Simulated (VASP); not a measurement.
# NaF (F-43m) in VASP: further runs

NaF is run at these levels: HSE06; tasks: single point.

Everything below comes from runs of VASP 6.6.1. Logs are shortened: lines on timing, memory, paths and dates and some standing lists are left out, and cuts for length are marked.

## (1) The cell of the first run

Symmetry: F-43m, No. 216, cubic system. The conventional cell has a = 4.860 Å, b = 4.860 Å, c = 4.860 Å, α = 90.00°, β = 90.00°, γ = 90.00°. Na (site symmetry -43m) has 4 F at 2.10 Å within 2.8 Å. F (site symmetry -43m) has 4 Na at 2.10 Å within 2.8 Å.

## (2) Single point, HSE06 (strain -4.0%)

Contents of POSCAR:

```
NaF
1.0
    0.0000000000      2.4300108974      2.4300108974
    2.4300108974      0.0000000000      2.4300108974
    2.4300108974      2.4300108974      0.0000000000
Na F
1 1
Direct
    0.0000000000      0.0000000000      0.0000000000
    0.2500000000      0.2500000000      0.2500000000
```

Contents of INCAR.step1:

```
ALGO = Normal
EDIFF = 1E-5
ENCUT = 520
GGA = PE
ISIF = 2
ISMEAR = 0
LASPH = True
LCHARG = False
LREAL = False
LWAVE = True
NBANDS = 14
NELM = 100
PREC = Accurate
SIGMA = 0.01
```

Contents of INCAR.step2:

```
ALGO = Normal
EDIFF = 1E-6
ENCUT = 520
GGA = PE
HFSCREEN = 0.2079
ISIF = 2
ISMEAR = 0
ISTART = 1
LASPH = True
LCHARG = False
LHFCALC = True
LREAL = False
LWAVE = False
NBANDS = 14
NELM = 100
PREC = Accurate
PRECFOCK = Normal
SIGMA = 0.01
```

Contents of KPOINTS:

```
k-points
0
Gamma
  6 6 6
```

Potentials or basis: VASP PAW PBE potentials, release 64 (Na_pv, F).

Launch:

```sh
cat potpaw_PBE.64/Na_pv/POTCAR potpaw_PBE.64/F/POTCAR > POTCAR
cp INCAR.step1 INCAR
mpirun -np 1 vasp_std > vasp.out
cp INCAR.step2 INCAR
mpirun -np 1 vasp_std > vasp.out
```

OUTCAR:

```text
EDIFF = 1E-6
   ENCUT = 520
   GGA = PE
   HFSCREEN = 0.2079
   ISIF = 2
   ISMEAR = 0
   ISTART = 1
   LASPH = True
   LHFCALC = True
   LREAL = False
   NELM = 100
   PREC = Accurate
   PRECFOCK = Normal

 ion  position               nearest neighbor table
   1  0.000  0.000  0.000-   2 2.10   2 2.10   2 2.10   2 2.10
   2  0.250  0.250  0.250-   1 2.10   1 2.10   1 2.10   1 2.10

  LATTYP: Found a face centered cubic cell.
 ALAT       =     4.8600217948

  Lattice vectors:

 A1 = (   0.0000000000,   2.4300108974,   2.4300108974)
 A2 = (   2.4300108974,   0.0000000000,   2.4300108974)
 A3 = (   2.4300108974,   2.4300108974,   0.0000000000)

Analysis of symmetry for initial positions (statically):
=====================================================================
 Subroutine PRICEL returns:
 Original cell was already a primitive cell.

 Routine SETGRP: Setting up the symmetry group for a
 face centered cubic supercell.

 Subroutine GETGRP returns: Found 24 space group operations
 (whereof 24 operations were pure point group operations)
 out of a pool of 48 trial point group operations.

The static configuration has the point symmetry T_d .

Analysis of symmetry for dynamics (positions and initial velocities):
=====================================================================
 Subroutine PRICEL returns:
 Original cell was already a primitive cell.

 Routine SETGRP: Setting up the symmetry group for a
 face centered cubic supercell.

 Subroutine GETGRP returns: Found 24 space group operations
 (whereof 24 operations were pure point group operations)
 out of a pool of 48 trial point group operations.

The dynamic configuration has the point symmetry T_d .

 Subroutine INISYM returns: Found 24 space group operations
 (whereof 24 operations are pure point group operations),
 and found     1 'primitive' translations

----------------------------------------------------------------------------------------

                                     Primitive cell

  volume of cell :      28.6982

  direct lattice vectors                    reciprocal lattice vectors
     0.000000000  2.430010897  2.430010897    -0.205760394  0.205760394  0.205760394
     2.430010897  0.000000000  2.430010897     0.205760394 -0.205760394  0.205760394
     2.430010897  2.430010897  0.000000000     0.205760394  0.205760394 -0.205760394

  length of vectors
     3.436554368  3.436554368  3.436554368     0.356387457  0.356387457  0.356387457

  position of ions in fractional coordinates (direct lattice)
     0.000000000  0.000000000  0.000000000
     0.250000000  0.250000000  0.250000000

  ion indices of the primitive-cell ions
   primitive index   ion index
                 1           1
                 2           2

----------------------------------------------------------------------------------------

 KPOINTS: k-points

Automatic generation of k-mesh.
 Grid dimensions read from file:
 generate k-points for:    6    6    6

 Generating k-lattice:

  Cartesian coordinates                     Fractional coordinates (reciprocal lattice)
    -0.034293399  0.034293399  0.034293399     0.166666667  0.000000000  0.000000000
     0.034293399 -0.034293399  0.034293399     0.000000000  0.166666667  0.000000000
     0.034293399  0.034293399 -0.034293399     0.000000000  0.000000000  0.166666667

  Length of vectors
     0.059397909  0.059397909  0.059397909

  Shift w.r.t. Gamma in fractional coordinates (k-lattice)
     0.000000000  0.000000000  0.000000000

 Subroutine IBZKPT returns following result:
 ===========================================

 Found     16 irreducible k-points:

 Following reciprocal coordinates:
            Coordinates               Weight
  0.000000  0.000000  0.000000      1.000000
  0.166667  0.000000  0.000000      8.000000
  0.333333  0.000000  0.000000      8.000000
  0.500000  0.000000  0.000000      4.000000
  0.166667  0.166667  0.000000      6.000000
  0.333333  0.166667  0.000000     24.000000
[... 8 lines left out ...]
 -0.333333  0.333333  0.166667     24.000000
 -0.333333  0.500000  0.166667     12.000000
   k-points           NKPTS =     16   k-points in BZ     NKDIM =    216   number of bands    NBANDS=     14
   number of dos      NEDOS =    301   number of ions     NIONS =      2
   total plane-waves  NPLWV =  21952
   dimension x,y,z NGX =    28 NGY =   28 NGZ =   28
   dimension x,y,z NGXF=    56 NGYF=   56 NGZF=   56
   ions per type =               1   1
   NGX,Y,Z   is equivalent  to a cutoff of  13.55, 13.55, 13.55 a.u.
   NGXF,Y,Z  is equivalent  to a cutoff of  27.09, 27.09, 27.09 a.u.
 SYSTEM =  unknown system
   PREC   = accura    normal or accurate (medium, high low for compatibility)
   ISTART =      1    job   : 0-new  1-cont  2-samecut
   ICHARG =      0    charge: 1-file 2-atom 10-const
   ISPIN  =      1    spin polarized calculation?
   LNONCOLLINEAR =      F non collinear calculations
   LSORBIT =      F    spin-orbit coupling
   LASPH  =      T    aspherical Exc in radial PAW
   ENCUT  =  520.0 eV  38.22 Ry    6.18 a.u.   6.39  6.39  6.39*2*pi/ulx,y,z
   NELM   =    100;   NELMIN=  2; NELMDL=  0     # of ELM steps
   EDIFF  = 0.1E-05   stopping-criterion for ELM
   LREAL  =      F    real-space projection
   EDIFFG = 0.1E-04   stopping-criterion for IOM
   NSW    =      0    number of steps for IOM
   IBRION =     -1    ionic relax: 0-MD 1-quasi-New 2-CG
   NFREE  =      0    steps in history (QN), initial steepest desc. (CG)
   ISIF   =      2    stress and relaxation
   ISYM   =      3    0-nonsym 1-usesym 2-fastsym
   POTIM  = 0.5000    time-step for ionic-motion
   TEBEG  =    0.0;   TEEND  =   0.0 temperature during run
   PSTRESS=    0.0 pullay stress
   NELECT =      14.0000    total number of electrons
   NUPDOWN=      -1.0000    fix difference up-down
   EMIN   =  10.00;   EMAX   =-10.00  energy-range for DOS
   EFERMI =   0.00;   METHOD = LEGACY
   ISMEAR =     0;   SIGMA  =   0.01  broadening in eV -4-tet -1-fermi 0-gaus
   EFERMI_NEDOS =   21; number of points for ismear=-14 and -15
   IALGO  =     38    algorithm
   IMIX   =      1    mixing-type and parameters
     AMIX     =   0.40;   BMIX     =  1.00
     AMIX_MAG =   1.60;   BMIX_MAG =  1.00
  volume/ion in A,a.u.               =      14.35        96.83
  Fermi-wavevector in a.u.,A,eV,Ry     =   1.288742  2.435369 22.597314  1.660856
  Thomas-Fermi vector in A             =   2.420677
   LORBIT       =      0    0 simple, 1 ext, 2 COOP (PROOUT), +10 PAW based schemes
   GGA     = PE    functional components
   LHFCALC =     T    Hartree Fock is set to
   PRECFOCK=normal    Normal, Fast or Accurate (Low or Medium for compatibility)
   ENCUT4O =  -1.0   cutoff for four orbital integrals eV
   NKREDX  =     1    reduce k-point grid by
   NKREDY  =     1    reduce k-point grid by
   NKREDZ  =     1    reduce k-point grid by
   AEXX    =    0.2500 exact exchange contribution
   HFSCREEN=    0.2079 screening length (either q_TF or 0.3 A-1)
   HFSCREENC=   0.2079 screening length for correlation (either q_TF or 0.3 A-1)
   ENCUTFOCK=  -1.0 apply spherical cutoff to Coloumb kernel
   IVDW    =     0    specifies the selected vdW correction
   LEPSILON=     F    determine dielectric tensor
   LRPA    =     F    only Hartree local field effects (RPA)
 non-spin polarized calculation
 Gauss-broadening in eV      SIGMA  =   0.01
  energy-cutoff  :      520.00
  volume of cell :       28.70
 maximum number of plane-waves:       786
 NGX is ok and might be reduce to    28
  NGX = 20; NGY = 20; NGZ = 20

 number of electron      14.0000012 magnetization

 Free energy of the ion-electron system (eV)
  ---------------------------------------------------
  ext. energy  EPLUGINS =         0.00000000
  ---------------------------------------------------
  free energy    TOTEN  =       -10.02368946 eV

  energy without entropy =      -10.02368946  energy(sigma->0) =      -10.02368946

 E-fermi :  -4.5404     XC(G=0):  -6.7902

 val. band max:       -4.6956482297   @ k =   0.0000   0.0000   0.0000
 cond. band min:       3.4143702326   @ k =   0.0000   0.0000   0.0000
 fundamental gap:      8.1100184623
 Fermi energy:        -4.5403697490

 k-point     1 :       0.0000    0.0000    0.0000
  band No.  band energies     occupation
      1     -25.0889      2.00000
      2     -24.5214      2.00000
      3     -24.5214      2.00000
      4     -24.5214      2.00000
      5      -4.6957      2.00000
      6      -4.6956      2.00000
      7      -4.6956      2.00000
      8       3.4144      0.00000
      9      18.2892      0.00000
     10      18.2892      0.00000
     11      18.2892      0.00000
     12      20.0439      0.00000
     13      20.0439      0.00000
     14      20.0439      0.00000

 k-point     2 :       0.1667    0.0000    0.0000
  band No.  band energies     occupation
      1     -25.3125      2.00000
      2     -24.5260      2.00000
      3     -24.5260      2.00000
      4     -24.2767      2.00000
      5      -4.9931      2.00000
      6      -4.7051      2.00000
      7      -4.7051      2.00000
      8       4.2127      0.00000
      9      15.3045      0.00000
     10      17.4240      0.00000
     11      17.4240      0.00000
     12      19.7058      0.00000
     13      19.7815      0.00000
     14      19.7815      0.00000
[... 207 lines left out ...]
      1     -25.7291      2.00000
      2     -24.5889      2.00000
      3     -24.5576      2.00000
      4     -23.7210      2.00000
      5      -5.3918      2.00000
      6      -5.1257      2.00000
      7      -4.8303      2.00000
      8       8.3952      0.00000
      9      10.2052      0.00000
     10      13.2183      0.00000
     11      15.1267      0.00000
     12      20.2677      0.00000
     13      21.1521      0.00000
     14      24.1519      0.00000

 k-point    16 :      -0.3333    0.5000    0.1667
  band No.  band energies     occupation
      1     -25.7541      2.00000
      2     -24.5849      2.00000
      3     -24.5686      2.00000
      4     -23.6848      2.00000
      5      -5.4388      2.00000
      6      -5.0589      2.00000
      7      -4.8971      2.00000
      8       8.3338      0.00000
      9      10.2788      0.00000
     10      14.0068      0.00000
     11      14.3323      0.00000
     12      19.0695      0.00000
     13      21.6338      0.00000
     14      23.4750      0.00000

------------------------ aborting loop because EDIFF is reached ----------------------------------------

  FORCE on cell =-STRESS in cart. coord.  units (eV):
  Direction    XX          YY          ZZ          XY          YZ          ZX
  --------------------------------------------------------------------------------------
  -------------------------------------------------------------------------------------
  Total        1.2992378      1.2992378      1.2992378      0.0000000      0.0000000      0.0000000
  in kB       72.5344895     72.5344895     72.5344895      0.0000000      0.0000000      0.0000000
  external PRESSURE =      72.5344895 kB  Pullay stress =       0.0000000 kB

 VOLUME and BASIS-vectors are now :
 -----------------------------------------------------------------------------
  energy-cutoff  :      520.00
  volume of cell :       28.70
      direct lattice vectors                 reciprocal lattice vectors
     0.000000000  2.430010897  2.430010897    -0.205760394  0.205760394  0.205760394
     2.430010897  0.000000000  2.430010897     0.205760394 -0.205760394  0.205760394
     2.430010897  2.430010897  0.000000000     0.205760394  0.205760394 -0.205760394

 POSITION                                       TOTAL-FORCE (eV/Angst)
 -----------------------------------------------------------------------------------
      0.00000      0.00000      0.00000        -0.000000     -0.000000     -0.000000
      1.21501      1.21501      1.21501         0.000000      0.000000      0.000000
 -----------------------------------------------------------------------------------
    total drift:                               -0.000002     -0.000002     -0.000002

  FREE ENERGIE OF THE ION-ELECTRON SYSTEM (eV)
  ---------------------------------------------------
  free  energy   TOTEN  =       -10.0236894554 eV

  energy  without entropy=      -10.0236894554  energy(sigma->0) =      -10.02368946
```

Wall time 14 min (1 thread of AMD EPYC 7R43 (Zen 3), shared host); peak memory 0.23 GiB.

Results:

- Free energy: -10.0237 eV
- Pressure: 7.3 GPa
- Band gap on the k mesh: 8.11 eV

Levels at points of the mesh, in eV from the valence-band top:
```csv
k point,band 3,band 4,band 5,band 6,band 7,band 8,band 9,band 10,band 11,band 12
"(0.00, 0.00, 0.00)",-19.83,-19.83,0.00,0.00,0.00,8.11,22.98,22.98,22.98,24.74
"(0.50, 0.00, 0.00)",-19.84,-19.17,-0.99,-0.04,-0.04,12.74,14.04,20.46,20.46,24.21
"(0.50, 0.50, 0.00)",-19.87,-19.00,-0.93,-0.17,-0.17,12.53,14.94,20.15,20.84,20.84
```

Caveat: the cell differs from its parent crystal (strain -4.0%); the cell stands under pressure; the structure was generated, so it needn't be the stable form of NaF; the PAW data sets were made with another functional, which shifts forces and pressure a little.

## (3) Single point, HSE06

This run uses another cell than the first one, of 16.22 Å³/atom.

Contents of POSCAR:

```
NaF
1.0
    0.0000000000      2.5312613515      2.5312613515
    2.5312613515      0.0000000000      2.5312613515
    2.5312613515      2.5312613515      0.0000000000
Na F
1 1
Direct
    0.0000000000      0.0000000000      0.0000000000
    0.2500000000      0.2500000000      0.2500000000
```

Contents of INCAR.step1:

```
SYSTEM = NaF
ALGO = Normal
EDIFF = 1E-5
ENCUT = 520
GGA = PE
ISIF = 2
ISMEAR = 0
LASPH = .True.
LCHARG = .False.
LREAL = .False.
LWAVE = .True.
NBANDS = 14
NELM = 60
PREC = Accurate
SIGMA = 0.01
```

Contents of INCAR.step2:

```
SYSTEM = NaF
ALGO = Normal
EDIFF = 1E-6
ENCUT = 520
GGA = PE
HFSCREEN = 0.2079
ISIF = 2
ISMEAR = 0
ISTART = 1
LASPH = .True.
LCHARG = .False.
LHFCALC = .True.
LREAL = .False.
LWAVE = .False.
NBANDS = 14
NELM = 60
PREC = Accurate
PRECFOCK = Normal
SIGMA = 0.01
```

Contents of KPOINTS:

```
k-points
0
Gamma
  6 6 6
  0 0 0
```

Potentials or basis: VASP PAW PBE potentials, release 64 (Na_pv, F).

Launch:

```sh
cat potpaw_PBE.64/Na_pv/POTCAR potpaw_PBE.64/F/POTCAR > POTCAR
cp INCAR.step1 INCAR
mpirun -np 1 vasp_std > vasp.out
cp INCAR.step2 INCAR
mpirun -np 1 vasp_std > vasp.out
```

OUTCAR:

```text
SYSTEM = NaF
   EDIFF = 1E-6
   ENCUT = 520
   GGA = PE
   HFSCREEN = 0.2079
   ISIF = 2
   ISMEAR = 0
   ISTART = 1
   LASPH = .True.
   LHFCALC = .True.
   LREAL = .False.
   NELM = 60
   PREC = Accurate
   PRECFOCK = Normal

 ion  position               nearest neighbor table
   1  0.000  0.000  0.000-   2 2.19   2 2.19   2 2.19   2 2.19
   2  0.250  0.250  0.250-   1 2.19   1 2.19   1 2.19   1 2.19

  LATTYP: Found a face centered cubic cell.
 ALAT       =     5.0625227030

[... 458 lines left out ...]

------------------------ aborting loop because EDIFF is reached ----------------------------------------

  FORCE on cell =-STRESS in cart. coord.  units (eV):
  Direction    XX          YY          ZZ          XY          YZ          ZX
  --------------------------------------------------------------------------------------
  -------------------------------------------------------------------------------------
  Total        0.1781278      0.1781278      0.1781278     -0.0000000     -0.0000000      0.0000000
  in kB        8.7983514      8.7983514      8.7983514     -0.0000000     -0.0000000      0.0000000
  external PRESSURE =       8.7983514 kB  Pullay stress =       0.0000000 kB

 VOLUME and BASIS-vectors are now :
 -----------------------------------------------------------------------------
  energy-cutoff  :      520.00
  volume of cell :       32.44
      direct lattice vectors                 reciprocal lattice vectors
     0.000000000  2.531261351  2.531261351    -0.197529978  0.197529978  0.197529978
     2.531261351  0.000000000  2.531261351     0.197529978 -0.197529978  0.197529978
     2.531261351  2.531261351  0.000000000     0.197529978  0.197529978 -0.197529978

 POSITION                                       TOTAL-FORCE (eV/Angst)
 -----------------------------------------------------------------------------------
      0.00000      0.00000      0.00000        -0.000000     -0.000000     -0.000000
      1.26563      1.26563      1.26563         0.000000      0.000000      0.000000
 -----------------------------------------------------------------------------------
    total drift:                               -0.000000     -0.000001     -0.000001

  FREE ENERGIE OF THE ION-ELECTRON SYSTEM (eV)
  ---------------------------------------------------
  free  energy   TOTEN  =       -10.1148517754 eV

  energy  without entropy=      -10.1148517754  energy(sigma->0) =      -10.11485178
```

OUTCAR.step1:

```text
SYSTEM = NaF
   EDIFF = 1E-5
   ENCUT = 520
   GGA = PE
   ISIF = 2
   ISMEAR = 0
[... 484 lines left out ...]
      0.00000      0.00000      0.00000        -0.000000     -0.000000     -0.000000
      1.26563      1.26563      1.26563         0.000000      0.000000      0.000000
 -----------------------------------------------------------------------------------
    total drift:                               -0.000000     -0.000000     -0.000000

  FREE ENERGIE OF THE ION-ELECTRON SYSTEM (eV)
  ---------------------------------------------------
  free  energy   TOTEN  =        -8.3837503764 eV

  energy  without entropy=       -8.3837503764  energy(sigma->0) =       -8.38375038
```

OSZICAR.step1:

```text
N       E                     dE             d eps       ncg     rms          rms(c)
DAV:   1     0.112679965103E+03    0.11268E+03   -0.77368E+03   448   0.111E+03
DAV:   2    -0.311118100378E+01   -0.11579E+03   -0.10888E+03   496   0.333E+02
DAV:   3    -0.950933372364E+01   -0.63982E+01   -0.63861E+01   562   0.729E+01
DAV:   4    -0.956923757283E+01   -0.59904E-01   -0.59902E-01   502   0.783E+00
DAV:   5    -0.956998095198E+01   -0.74338E-03   -0.74338E-03   574   0.863E-01    0.604E+00
DAV:   6    -0.838755753244E+01    0.11824E+01   -0.42046E+00   624   0.165E+01    0.207E+00
DAV:   7    -0.837093320601E+01    0.16624E-01   -0.38743E-02   454   0.203E+00    0.119E+00
DAV:   8    -0.838151123475E+01   -0.10578E-01   -0.43772E-02   490   0.330E+00    0.209E-01
DAV:   9    -0.838420805185E+01   -0.26968E-02   -0.93541E-03   514   0.103E+00    0.199E-01
DAV:  10    -0.838374803248E+01    0.46002E-03   -0.36286E-03   526   0.779E-01    0.192E-02
DAV:  11    -0.838375037643E+01   -0.23439E-05   -0.79873E-05   514   0.951E-02
   1 F= -.83837504E+01 E0= -.83837504E+01  d E =-.122170E-16
```

Wall time 15 min (1 thread of AMD EPYC 7R43 (Zen 3), shared host); peak memory 0.22 GiB.

Results:

| Property | Result |
| --- | --- |
| Free energy | -10.1149 eV |
| Pressure | 0.9 GPa |
| Band gap on the k mesh | 7.64 eV |

Levels at points of the mesh, in eV from the valence-band top:
| k point | band 4 | band 5 | band 6 | band 7 | band 8 | band 9 | band 10 | band 11 |
| --- | --- | --- | --- | --- | --- | --- | --- | --- |
| (0.00, 0.00, 0.00) | -20.27 | 0.00 | 0.00 | 0.00 | 7.64 | 21.62 | 21.62 | 21.62 |
| (0.50, 0.00, 0.00) | -19.56 | -0.85 | -0.04 | -0.04 | 12.03 | 13.08 | 19.42 | 19.42 |
| (0.50, 0.50, 0.00) | -19.43 | -0.79 | -0.17 | -0.17 | 11.99 | 14.16 | 18.61 | 19.44 |

Caveat: the structure was generated, so it needn't be the stable form of NaF; the PAW data sets were made with another functional, which shifts forces and pressure a little.
